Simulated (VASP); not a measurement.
Set up this calculation in VASP 6.6.1, as the native input.

```
Task                   : single point
Functional             : r2SCAN
Potentials or basis    : VASP PAW PBE potentials, release 64 (Zn, O, Hg_sv_GW)
Cutoff                 : 660 eV
k mesh                 : 8 × 8 × 6
Occupations            : fermi-dirac, width 0.02 eV
Spin                   : no spin polarisation
Dipole correction      : no
Further INCAR settings : ALGO = Normal; EDIFF = 1e-06; NBANDS = 30
```

The system is ZnHgO2.

```
Zn O Hg
1.0
     3.32639    0.00000    0.00000
     0.00000    3.32639    0.00000
     0.00000    0.00000    5.19307
Zn O Hg
1 2 1
Direct
  0.00000 0.00000 0.00000
  0.00000 0.50000 0.20343
  0.50000 0.00000 0.79657
  0.50000 0.50000 0.50000
```

One way to write it, as run:

POSCAR

```
ZnHgO2
1.0
    3.3263897680      0.0000000000      0.0000000000
    0.0000000000      3.3263897680      0.0000000000
    0.0000000000      0.0000000000      5.1930705645
Zn O Hg
1 2 1
Direct
    0.0000000000      0.0000000000      0.0000000000
    0.0000000000      0.5000000000      0.2034319238
    0.5000000000      0.0000000000      0.7965680762
    0.5000000000      0.5000000000      0.5000000000
```

INCAR.step1

```
SYSTEM = ZnHgO2
PREC = Accurate
ENCUT = 660
ISMEAR = -1
SIGMA = 0.02
LREAL = .FALSE.
LASPH = .TRUE.
NELM = 120
NBANDS = 30
GGA = PE
ALGO = Normal
EDIFF = 1E-5
LWAVE = .TRUE.
LCHARG = .FALSE.
GGA_COMPAT = .FALSE.
```

INCAR.step2

```
SYSTEM = ZnHgO2
PREC = Accurate
ENCUT = 660
EDIFF = 1E-6
ISMEAR = -1
SIGMA = 0.02
LREAL = .FALSE.
LASPH = .TRUE.
NELM = 120
ALGO = Normal
ISIF = 2
LWAVE = .FALSE.
LCHARG = .FALSE.
METAGGA = R2SCAN
LMIXTAU = .TRUE.
NBANDS = 30
ISTART = 1
GGA_COMPAT = .FALSE.
```

KPOINTS

```
Automatic mesh
0
G
  8 8 6
  0 0 0
```

Potentials or basis: VASP PAW PBE potentials, release 64 (Zn, O, Hg_sv_GW).

Launch:

```bash
$ cat potpaw_PBE.64/Zn/POTCAR potpaw_PBE.64/O/POTCAR potpaw_PBE.64/Hg_sv_GW/POTCAR > POTCAR
$ cp INCAR.step1 INCAR
$ mpirun -np 1 vasp_std > vasp.out
$ cp INCAR.step2 INCAR
$ mpirun -np 1 vasp_std > vasp.out
```

It gave:

The pressure is 0.1 GPa and the largest force is 0.061 eV/Å. The band gap on the k mesh is zero (filled and empty bands touch).

Caveat: semilocal functionals underestimate gaps, so a narrow gap can read as zero; the PAW data sets were made with another functional, which shifts forces and pressure a little; spin-orbit coupling is left out, which moves the levels of the heavy elements.

Wall time 5.7 min on 1 thread of Intel(R) Xeon(R) Platinum 8259CL CPU @ 2.50GHz (Skylake/Cascade Lake), with other jobs on the host, peak memory 0.33 GiB.
